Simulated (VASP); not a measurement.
A run of VASP 6.6.1 is set up as follows.

The input INCAR:

```
PREC = Accurate ; ENCUT = 520
EDIFF = 1E-7 ; ISMEAR = -1
SIGMA = 0.15 ; LREAL = Auto
LASPH = True ; NELM = 80
ALGO = Normal ; ISIF = 2
LWAVE = False ; LCHARG = True
GGA = PE ; LELF = True
LVHAR = True ; NBANDS = 38
```

Contents of KPOINTS:

```
regular mesh
0
Gamma
  2 2 1
```

File POSCAR:

```
Al
1.0
    8.1000000000      0.0000000000      0.0000000000
    0.0000000000      5.7275650000      0.0000000000
    0.0000000000      0.0000000000     15.2956740000
Al
16
Direct
    0.2500000000      0.2500015277      0.0653779624
    0.7500000000      0.2500015277      0.0653779624
    0.2500000000      0.7500045831      0.0653779624
    0.7500000000      0.7500045831      0.0653779624
    0.0070000000     -0.0085202001      0.1539062613
    0.5035308642     -0.0089741452      0.1460020657
   -0.0087777778      0.4872576741      0.1474273053
    0.5110246914      0.4872227552      0.1468781304
    0.2636666667      0.2393338181      0.2519862806
    0.7542469136      0.2448509969      0.2554643882
    0.2538024691      0.7423398949      0.2459061301
    0.7616790123      0.7606024550      0.2384072778
    0.0169753086     -0.0164293203      0.3254841859
    0.5112222222     -0.0363330665      0.3158474743
    0.0313827160      0.4987634361      0.3353889472
    0.4818148148      0.4598463745      0.3396058258
```

Potentials or basis: VASP PAW PBE potentials, release 64 (Al).

Command:

```console
$ cat potpaw_PBE.64/Al/POTCAR > POTCAR
$ mpirun -np 1 vasp_std > vasp.out
```

Q: Predict the largest force.

A: 1.006 eV/Å.

Q: Estimate the band gap on the k mesh.

A: Zero (band 24 reaches 0.68 eV, above the bottom of band 25 at 0.44 eV).

Forces on the atoms (eV/Å):
```
Al   0.004  0.022  0.150
Al   0.147 -0.319  0.011
Al  -0.008 -0.258  0.008
Al   0.201  0.008 -0.381
Al  -0.038  0.238 -0.578
Al  -0.188  0.153 -0.307
Al   0.512  0.090  0.268
Al  -0.424  0.127  0.412
Al  -0.396 -0.191 -0.780
Al   0.197  0.517 -0.162
Al   0.322 -0.287 -0.463
Al   0.046 -0.788  0.624
Al  -0.323  0.221  0.553
Al  -0.134 -0.008  0.867
Al  -0.678 -0.172 -0.105
Al   0.758  0.647 -0.116
```

Caveat: the k points lie up to 0.55 Å⁻¹ apart.
